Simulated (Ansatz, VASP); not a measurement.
Two plane-wave programs on AlNi

File INCAR:

```
SYSTEM = AlNi
  PREC = Accurate
  ENCUT = 520
  EDIFF = 1E-6
  ISMEAR = 0
  SIGMA = 0.15
  LREAL = .False.
  LASPH = .True.
  NELM = 60
  ALGO = Fast
  ISIF = 2
  LWAVE = .False.
  LCHARG = .True.
  GGA = PS
  LELF = .True.
  LVHAR = .True.
  NBANDS = 14
```

Contents of KPOINTS:

```
regular mesh
0
Gamma
  20 20 20
  0 0 0
```

Contents of POSCAR:

```
AlNi
1.0
    1.9606882445     -1.9607092947      0.0000000000
    1.9606882445      1.9607092947      0.0000000000
    0.0000000000      0.0000000000      2.7833265466
Al Ni
1 1
Direct
    0.0000000000      0.0000000000      0.0000000000
    0.5000000000      0.5000000000      0.5000000000
```

Input for Ansatz:

```yaml
crystal:
  lattice:
    - [1.9606882445, -1.9607092947, 0.0]
    - [1.9606882445, 1.9607092947, 0.0]
    - [0.0, 0.0, 2.7833265466]
  atoms:
    - { symbol: Al, position: [0.0, 0.0, 0.0] }
    - { symbol: Ni, position: [0.5, 0.5, 0.5] }
basis:
  ecutwfc: 420
kpoints:
  mp_grid: { grid: [20, 20, 20] }
hamiltonian:
  xc: pbesol
scf:
  occupations: { method: gaussian, width: 0.15 }
output:
  forces: true
  stress: true
  eigenvalues: true
  write_density: true
  write_potential: true
  elf: true
  volumetric_format: npy
```

Change from the starting cell: strain -0.030 along x and y, -0.030 along z, atoms carried along.

Alike in both runs: task single point; functional PBEsol; k mesh 20 × 20 × 20; occupations gaussian, width 0.15 eV; no spin polarisation.

```csv
,VASP,Ansatz
version,VASP 6.6.1,Ansatz 0.2.0
potentials or method,"VASP PAW PBE potentials, release 64 (Al, Ni), cutoff 520 eV","scalar-relativistic, plane waves, PAW"
valence electrons in the cell,13,21
```

```tsv
	VASP	Ansatz	Ansatz less VASP
gap on the k mesh at the Fermi level (eV)	none	none	-
pressure (GPa)	19.3	19.3	-0.04
traceless stress, the component that is largest in VASP (GPa)	-0.25	-0.24	+0.004
```

VASP's potentials were made for PBE, not for PBEsol. A gap of «none» marks a metal or a gap that the smearing closes. With one functional, cell and mesh, what is left measures potentials, basis and numerics. VASP's potentials hold 13 valence electrons a cell and Ansatz's 21, so a difference there can come from the potentials and not from the codes. Ansatz's warnings: near symmetry operations not taken.
